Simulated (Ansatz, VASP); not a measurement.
**One calculation of K, two programs**

Contents of INCAR:

```
PREC     = Accurate       # precision mode
ENCUT    = 520            # plane-wave cutoff, eV
EDIFF    = 1E-6           # SCF threshold, eV
ISMEAR   = -1             # smearing method
SIGMA    = 0.1            # smearing width, eV
LREAL    = F              # projectors in reciprocal space
LASPH    = T              # aspherical terms in the spheres
NELM     = 80             # most SCF steps
ALGO     = Normal         # electronic algorithm
ISIF     = 2              # what is computed and relaxed
LWAVE    = F              # write WAVECAR
LCHARG   = F              # write CHGCAR
GGA      = B5             # functional
ALDAX    = 1.0          
AGGAX    = 1.0          
AGGAC    = 1.0          
ALDAC    = 0.0          
NBANDS   = 20             # bands
```

KPOINTS

```
Automatic mesh
0
Gamma
  6 6 8
```

File POSCAR:

```
K
1.0
    7.8233142907      0.0000000000      0.0000000000
   -3.9116571454      6.7751889175      0.0000000000
    0.0000000000      0.0000000000      4.6813109279
K
3
Direct
    0.0000000000      0.0000000000      1.0000000000
    0.3333333333      0.6666666667      0.5000000000
    0.6666666667      0.3333333333      0.5000000000
```

Input for Ansatz:

```yaml
crystal:
  lattice:
    - [7.8233142907, 0.0, 0.0]
    - [-3.9116571454, 6.7751889175, 0.0]
    - [0.0, 0.0, 4.6813109279]
  atoms:
    - { symbol: K, position: [0.0, 0.0, 1.0] }
    - { symbol: K, position: [0.3333333333, 0.6666666667, 0.5] }
    - { symbol: K, position: [0.6666666667, 0.3333333333, 0.5] }
hamiltonian:
  xc: blyp
  pseudopotentials:
    kind: paw
    azcp:
      K: "pseudopotentials/K.paw.azcp"
basis:
  ecutwfc: 420
  fft_grid_basis: typed
kpoints:
  mp_grid: { grid: [6, 6, 8], shift: [0, 0, 0] }
magnetization:
  spin_polarized: false
scf:
  occupations: { method: fermi_dirac, width: 0.1 }
  lower_state_search: "off"
output:
  stress: true
```

Alike in both runs: task single point; functional BLYP; k mesh 6 × 6 × 8; occupations fermi-dirac, width 0.1 eV; no spin polarisation.

|  | VASP | Ansatz |
| --- | --- | --- |
| version | VASP 6.6.1 | Ansatz 0.2.0 |
| potentials or method | VASP PAW PBE potentials, release 64 (K_sv), cutoff 520 eV | plane waves (420 eV) with PAW, scalar-relativistic |
| valence electrons in the cell | 27 | 27 |

```tsv
	VASP	Ansatz	Ansatz less VASP
pressure (GPa)	-0.2	-0.2	+0.01
```

VASP's potentials were made for PBE, not for BLYP.
